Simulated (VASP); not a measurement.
In: single point with PBE

The system is In.

```xyz
1
Lattice="-1.6255 1.6255 2.4737 1.6255 -1.6255 2.4737 1.6255 1.6255 -2.4737" Properties=species:S:1:pos:R:3 pbc="T T T"
In    0.0000    0.0000    0.0000
```

```
Program                : VASP 6.6.1
Task                   : single point
Functional             : PBE
Potentials or basis    : VASP PAW PBE potentials, release 64 (In_d)
Cutoff                 : 520 eV
k mesh                 : 11 × 11 × 11
Occupations            : gaussian, width 0.013 eV
Spin                   : no spin polarisation
Dipole correction      : no
Further INCAR settings : ALGO = Normal; EDIFF = 1e-06; NBANDS = 12
```

```yaml
Pressure: 2.0 GPa
```

Stress tensor (GPa, compression positive):
```
2.19 0.00 0.00
0.00 2.19 0.00
0.00 0.00 1.53
```

Levels at points of the mesh, in eV from the Fermi level:
```tsv
k point	band 2	band 3	band 4	band 5	band 6	band 7	band 8	band 9	band 10	band 11
(0.00, 0.00, 0.00)	-14.64	-14.64	-14.56	-14.45	-9.59	10.51	10.51	10.68	11.54	13.93
```

Run time: 43 s on 1 thread of Intel(R) Xeon(R) Platinum 8259CL CPU @ 2.50GHz (Skylake/Cascade Lake), with other jobs on the host, peak memory 0.18 GiB.

Caveat: spin-orbit coupling is left out, which moves the levels of the heavy elements.
